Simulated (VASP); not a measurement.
# V: single point with PBE

Crystal: V.

```xyz
1
Lattice="-1.4912 1.4912 1.4912 1.4912 -1.4912 1.4912 1.4912 1.4912 -1.4912" Properties=species:S:1:pos:R:3 pbc="T T T"
V     0.0000    0.0000    0.0000
```

```json
{
  "Program": "VASP 6.6.1",
  "Task": "single point",
  "Functional": "PBE",
  "Potentials or basis": "VASP PAW PBE potentials, release 64 (V_sv)",
  "Cutoff": "500 eV",
  "k mesh": "8 × 8 × 8",
  "Occupations": "gaussian, width 0.1 eV",
  "Spin": "no spin polarisation"
}
```

```yaml
Pressure: 1.6 GPa
```

Levels at points of the mesh, in eV from the Fermi level:
```tsv
k point	band 4	band 5	band 6	band 7	band 8	band 9
(0.00, 0.00, 0.00)	-36.96	-6.64	0.42	0.42	0.42	2.48
(0.50, 0.00, 0.00)	-36.96	-3.23	-1.15	1.68	2.48	2.85
(0.50, 0.50, 0.50)	-37.60	-3.07	-3.07	3.81	3.81	3.81
```

It took 4.3 s on 1 thread of Intel Xeon 6975P-C, with other jobs on the host, peak memory 0.12 GiB.

Caveat: the k points lie up to 0.37 Å⁻¹ apart.
